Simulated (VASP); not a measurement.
# Co2HPdO4 in VASP: further runs

Co2HPdO4 is run at these levels: PBEsol; tasks: single point.

Everything below comes from runs of VASP 6.6.1. Logs are shortened: lines on timing, memory, paths and dates and some standing lists are left out, and cuts for length are marked.

## Step 1: The cell of the first run

The cell holds a slab with vacuum, 8 atoms: a = 2.815 Å, b = 2.815 Å, c = 26.781 Å, α = 90.00°, β = 90.00°, γ = 120.00°.

## Step 2: Single point, PBEsol

Contents of INCAR:

```
  PREC = Accurate
  ENCUT = 520
  EDIFF = 1E-6
  ISMEAR = 0
  SIGMA = 0.1
  LREAL = False
  LASPH = True
  NELM = 60
  ALGO = Normal
  ISIF = 2
  LWAVE = False
  LCHARG = True
  LDIPOL = True
  IDIPOL = 3
  DIPOL = 0.5 0.5 0.486
  GGA = PS
  LELF = True
  LVHAR = True
  LVACPOTAV = True
  NBANDS = 36
```

Contents of KPOINTS:

```
Automatic mesh
0
Gamma
  12 12 1
```

Contents of POSCAR:

```
Co2HPdO4
1.0
    2.8149341055      0.0000000000      0.0000000000
   -1.4074670527      2.4378044453      0.0000000000
    0.0000000000      0.0000000000     26.7806301527
O Co Pd H
4 2 1 1
Direct
    0.0000000000      0.0000000000      0.3173935771
    0.6666666667      0.3333333333      0.3885818984
    0.6666666667      0.3333333333      0.5373968395
    0.3333333333      0.6666666667      0.6118476035
    0.3333333333      0.6666666667      0.3529877377
    0.0000000000      0.0000000000      0.5726234371
    0.6666666667      0.3333333333      0.4625702650
    0.3333333333      0.6666666667      0.6484488657
```

Potentials or basis: VASP PAW PBE potentials, release 64 (O, Co, Pd, H).

Command:

```
$ cat potpaw_PBE.64/O/POTCAR potpaw_PBE.64/Co/POTCAR potpaw_PBE.64/Pd/POTCAR potpaw_PBE.64/H/POTCAR > POTCAR
$ mpirun -np 1 vasp_std > vasp.out
```

OUTCAR:

```text
PREC = Accurate
   ENCUT = 520
   EDIFF = 1E-6
   ISMEAR = 0
   LREAL = False
   LASPH = True
   NELM = 60
   ISIF = 2
   GGA = PS

 ion  position               nearest neighbor table
   1  0.000  0.000  0.317-   5 1.88   5 1.88   5 1.88
   2  0.667  0.333  0.389-   5 1.88   5 1.88   5 1.88   7 1.98
   3  0.667  0.333  0.537-   6 1.88   6 1.88   6 1.88   7 2.00
   4  0.333  0.667  0.612-   8 0.98   6 1.94   6 1.94   6 1.94
   5  0.333  0.667  0.353-   1 1.88   1 1.88   1 1.88   2 1.88   2 1.88   2 1.88
   6  0.000  0.000  0.573-   3 1.88   3 1.88   3 1.88   4 1.94   4 1.94   4 1.94
   7  0.667  0.333  0.463-   2 1.98   3 2.00
   8  0.333  0.667  0.648-   4 0.98

  LATTYP: Found a hexagonal cell.
 ALAT       =     2.8149341055
 C/A-ratio  =     9.5137680489

  Lattice vectors:

 A1 = (   2.8149341055,   0.0000000000,   0.0000000000)
 A2 = (  -1.4074670527,   2.4378044453,   0.0000000000)
 A3 = (   0.0000000000,   0.0000000000,  26.7806301527)

Analysis of symmetry for initial positions (statically):
=====================================================================
 Subroutine PRICEL returns:
 Original cell was already a primitive cell.

 Routine SETGRP: Setting up the symmetry group for a
 hexagonal supercell.

 Subroutine GETGRP returns: Found  6 space group operations
 (whereof  6 operations were pure point group operations)
 out of a pool of 24 trial point group operations.

The static configuration has the point symmetry C_3v.

Analysis of symmetry for dynamics (positions and initial velocities):
=====================================================================
 Subroutine PRICEL returns:
 Original cell was already a primitive cell.

 Routine SETGRP: Setting up the symmetry group for a
 hexagonal supercell.

 Subroutine GETGRP returns: Found  6 space group operations
 (whereof  6 operations were pure point group operations)
 out of a pool of 24 trial point group operations.

The dynamic configuration has the point symmetry C_3v.

 Subroutine INISYM returns: Found  6 space group operations
 (whereof  6 operations are pure point group operations),
 and found     1 'primitive' translations

----------------------------------------------------------------------------------------

                                     Primitive cell

  volume of cell :     183.7756

  direct lattice vectors                    reciprocal lattice vectors
     2.814934105  0.000000000  0.000000000     0.355248103  0.205102588  0.000000000
[... 105 lines left out ...]
   EMIN   =  10.00;   EMAX   =-10.00  energy-range for DOS
   EFERMI =   0.00;   METHOD = LEGACY
   ISMEAR =     0;   SIGMA  =   0.10  broadening in eV -4-tet -1-fermi 0-gaus
   EFERMI_NEDOS =   21; number of points for ismear=-14 and -15
   IALGO  =     38    algorithm
   IMIX   =      4    mixing-type and parameters
     AMIX     =   0.40;   BMIX     =  1.00
     AMIX_MAG =   1.60;   BMIX_MAG =  1.00
  volume/ion in A,a.u.               =      22.97       155.02
  Fermi-wavevector in a.u.,A,eV,Ry     =   1.081610  2.043947 15.917196  1.169881
  Thomas-Fermi vector in A             =   2.217631
   LORBIT       =      0    0 simple, 1 ext, 2 COOP (PROOUT), +10 PAW based schemes
   GGA     = PS    functional components
   LHFCALC =     F    Hartree Fock is set to
   AEXX    =    0.0000 exact exchange contribution
   IVDW    =     0    specifies the selected vdW correction
   LEPSILON=     F    determine dielectric tensor
   LRPA    =     F    only Hartree local field effects (RPA)
 non-spin polarized calculation
 Gauss-broadening in eV      SIGMA  =   0.10
  energy-cutoff  :      520.00
  volume of cell :      183.78
 maximum number of plane-waves:      4975
 NGX is ok and might be reduce to    24
   NGX = 11   NGY = 11   NGZ = 99

 dipolmoment           0.000000      0.000000      0.126952 electrons x Angstroem

 number of electron      52.9999993 magnetization

 dipolmoment           0.000000      0.000000     -0.197318 electrons x Angstroem

 Free energy of the ion-electron system (eV)
  ---------------------------------------------------
  ext. energy  EPLUGINS =         0.00000000
  ---------------------------------------------------
  free energy    TOTEN  =       -52.31778743 eV

  energy without entropy =      -52.28580670  energy(sigma->0) =      -52.30179707

 E-fermi :  -0.2262     XC(G=0):  -5.4106

 val. band max:       -0.2357434760   @ k =   0.0000   0.0000   0.0000
 cond. band min:      -0.2095866547   @ k =   0.0833  -0.0000   0.0000
 fundamental gap:      0.0261568214
 Fermi energy:        -0.2262200033

 k-point     1 :       0.0000    0.0000    0.0000
  band No.  band energies     occupation
      1     -23.0376      2.00000
      2     -20.9774      2.00000
      3     -20.6441      2.00000
      4     -18.2323      2.00000
      5     -11.1128      2.00000
      6      -7.8079      2.00000
[... 730 lines left out ...]
     35       7.3590      0.00000
     36       7.4476      0.00000

------------------------ aborting loop because EDIFF is reached ----------------------------------------

  FORCE on cell =-STRESS in cart. coord.  units (eV):
  Direction    XX          YY          ZZ          XY          YZ          ZX
  --------------------------------------------------------------------------------------
  -------------------------------------------------------------------------------------
  Total        0.4442943      0.4442943     -0.7445898      0.0000000      0.0000000      0.0000000
  in kB        3.8734096      3.8734096     -6.4914212      0.0000000      0.0000000      0.0000000
  external PRESSURE =       0.4184660 kB  Pullay stress =       0.0000000 kB

 VOLUME and BASIS-vectors are now :
 -----------------------------------------------------------------------------
  energy-cutoff  :      520.00
  volume of cell :      183.78
      direct lattice vectors                 reciprocal lattice vectors
     2.814934105  0.000000000  0.000000000     0.355248103  0.205102588  0.000000000
    -1.407467053  2.437804445  0.000000000     0.000000000  0.410205175  0.000000000
     0.000000000  0.000000000 26.780630153     0.000000000  0.000000000  0.037340421

 POSITION                                       TOTAL-FORCE (eV/Angst)
 -----------------------------------------------------------------------------------
      0.00000      0.00000      8.50000        -0.000000      0.000000      0.952011
      1.40747      0.81260     10.40647         0.000000     -0.000000      0.217633
      1.40747      0.81260     14.39183        -0.000000      0.000000     -0.073306
     -0.00000      1.62520     16.38566         0.000000      0.000000     -0.091343
     -0.00000      1.62520      9.45323        -0.000000      0.000000     -1.155786
      0.00000      0.00000     15.33522        -0.000000      0.000000      0.038596
      1.40747      0.81260     12.38792         0.000000     -0.000000      0.008994
     -0.00000      1.62520     17.36587        -0.000000      0.000000      0.103201
 -----------------------------------------------------------------------------------
    total drift:                               -0.000000      0.000000     -0.000117

  FREE ENERGIE OF THE ION-ELECTRON SYSTEM (eV)
  ---------------------------------------------------
  free  energy   TOTEN  =       -52.3177874349 eV

  energy  without entropy=      -52.2858067030  energy(sigma->0) =      -52.30179707

 vacuum level on the upper side and lower side of the slab         2.255         7.466
```

OSZICAR:

```text
N       E                     dE             d eps       ncg     rms          rms(c)
DAV:   1     0.541370773743E+03    0.54137E+03   -0.23803E+04  1368   0.136E+03
DAV:   2     0.267012256897E+02   -0.51467E+03   -0.47155E+03  1580   0.352E+02
DAV:   3    -0.599928537628E+02   -0.86694E+02   -0.84417E+02  1700   0.165E+02
DAV:   4    -0.634310618555E+02   -0.34382E+01   -0.34152E+01  1532   0.363E+01
[... 30 lines left out ...]
DAV:  35    -0.523177807535E+02   -0.26665E-05   -0.80765E-06   920   0.149E-02    0.111E-02
DAV:  36    -0.523177830281E+02   -0.22746E-05   -0.21868E-06   940   0.723E-03    0.540E-03
DAV:  37    -0.523177850370E+02   -0.20089E-05   -0.41107E-07   968   0.374E-03    0.477E-03
DAV:  38    -0.523177878621E+02   -0.28250E-05   -0.66192E-06   992   0.132E-02    0.172E-02
DAV:  39    -0.523177874349E+02    0.42712E-06   -0.19049E-06  1004   0.759E-03
   1 F= -.52317787E+02 E0= -.52301797E+02  d E =-.319807E-01
```

stdout:

```text
POSCAR found type information on POSCAR O CoPdH
 POSCAR found :  4 types and       8 ions
 scaLAPACK will be used
 -----------------------------------------------------------------------------
|                                                                             |
[... 23 lines left out ...]
|     field-free region was found. Please increase the size of  your cell     |
|     in the dimension of the dipole correction to obtain accurate            |
|     workfunction values.                                                    |
|                                                                             |
 -----------------------------------------------------------------------------
```

Wall time 12 min (1 thread of Intel Xeon 8259CL, shared host); peak memory 0.42 GiB.

Results:

```
Free energy            : -52.3178 eV
Largest force          : 1.156 eV/Å
Band gap on the k mesh : zero (an odd number of electrons rules out a gap without spin polarisation)
```

Forces on the atoms (eV/Å):
```
O    0.000  0.000  0.952
O    0.000  0.000  0.218
O    0.000  0.000 -0.073
O    0.000  0.000 -0.091
Co   0.000  0.000 -1.156
Co   0.000  0.000  0.039
Pd   0.000  0.000  0.009
H    0.000  0.000  0.103
```

Levels at points of the mesh, in eV from the Fermi level:
| k point | band 23 | band 24 | band 25 | band 26 | band 27 | band 28 | band 29 | band 30 | band 31 | band 32 |
| --- | --- | --- | --- | --- | --- | --- | --- | --- | --- | --- |
| (0.00, 0.00, 0.00) | -1.38 | -1.38 | -1.13 | -1.13 | -0.18 | -0.01 | 1.02 | 1.02 | 2.21 | 2.47 |
| (0.50, 0.00, 0.00) | -1.10 | -0.81 | -0.45 | -0.44 | 0.06 | 0.82 | 0.89 | 2.03 | 2.32 | 3.23 |

Caveat: the PAW data sets were made with another functional, which shifts forces and pressure a little; an odd number of electrons without spin polarisation forces a metal; a magnetic or distorted state may lie lower; the run has no spin polarisation, though such a crystal can be magnetic; semilocal functionals often make such compounds metallic where correlation or magnetic order opens a gap, which also shifts bond lengths. Spin polarisation is off, so any magnetic state and its effect on volume and gap are missing.

(Continued in part 2 of 2.)

The gap in the log of VASP goes by the Fermi energy; the results here count the filled bands.